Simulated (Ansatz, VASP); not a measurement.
**BN in VASP and in Ansatz**

```
B N
1.0
     2.55394    0.00000    0.00000
    -1.27697    2.21178    0.00000
     0.00000    0.00000    4.22685
B N
2 2
Cartesian
  1.2770 0.7373 4.2257
  0.0000 1.4745 2.1123
  1.3477 0.8080 2.5430
  0.0000 1.4745 0.5295
```

Alike in both runs: task single point; functional PBE; k mesh 12 × 12 × 6; occupations gaussian, width 0.05 eV; no spin polarisation.

|  | VASP | Ansatz |
| --- | --- | --- |
| version | VASP 6.6.1 | Ansatz 0.2.0 |
| potentials or method | VASP PAW PBE potentials, release 64 (B, N), cutoff 520 eV | scalar-relativistic, plane waves, PAW |
| valence electrons in the cell | 16 | 16 |

|  | VASP | Ansatz | Ansatz less VASP |
| --- | --- | --- | --- |
| gap on the k mesh at the Fermi level (eV) | 5.35 | 5.37 | +0.015 |
| least direct gap on the mesh (eV) | 7.60 | 7.60 | +0.001 |
| pressure (GPa) | 4.3 | 4.1 | -0.20 |
| traceless stress, the component that is largest in VASP (GPa) | 4.58 | 4.53 | -0.052 |
| rms of the force components (eV/Å) | 1.755 | 1.750 | -0.0051 |

Atom by atom the forces differ by 0.007 eV/Å (rms over components). With one functional, cell and mesh, what is left measures potentials, basis and numerics.
